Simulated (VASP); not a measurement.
Input of a VASP 6.6.1 run:

INCAR

```
SYSTEM = Te2Mo
PREC = Accurate
ENCUT = 520
EDIFF = 1E-7
ISMEAR = 0
SIGMA = 0.05
LREAL = .False.
LASPH = .True.
NELM = 60
ALGO = Normal
ISIF = 2
LWAVE = .False.
LCHARG = .False.
GGA = PE
NBANDS = 35
```

The input KPOINTS:

```
regular mesh
0
Gamma
  12 12 2
  0 0 0
```

POSCAR

```
Te2Mo
1.0
    3.4681397723      0.0000000000      0.0000000000
   -1.7340698861      3.0034971467      0.0000000000
    0.0000000000      0.0000000000     15.5848366244
Te Mo
4 2
Direct
    0.3333333333      0.6666666667      0.6310943552
    0.6666666667      0.3333333333      0.1310943552
    0.3333333333      0.6666666667      0.8689056448
    0.6666666667      0.3333333333      0.3689056448
    0.3333333333      0.6666666667      0.2500000000
    0.6666666667      0.3333333333      0.7500000000
```

Potentials or basis: VASP PAW PBE potentials, release 64 (Te, Mo_sv).

The run is started by

```console
$ cat potpaw_PBE.64/Te/POTCAR potpaw_PBE.64/Mo_sv/POTCAR > POTCAR
$ mpirun -np 1 vasp_std > vasp.out
```

**Question.** Estimate the band gap on the k mesh.

**Answer.** 0.89 eV, indirect (least direct gap 1.25 eV).

**Question.** What does it give for the pressure?

**Answer.** 1.8 GPa.

**Question.** Estimate the largest force.

**Answer.** 0.133 eV/Å.

Stress tensor (GPa, compression positive):
```
 3.17  0.00  0.00
 0.00  3.17  0.00
 0.00  0.00 -0.98
```

Caveat: the cell differs from its parent crystal (strain -0.025 along x and y, +0.025 along z); spin-orbit coupling is left out, which moves the levels of the heavy elements; this functional lacks dispersion, which binds the layers, so the pressure and a relaxed spacing across them are unreliable. A k mesh can miss the band edges.
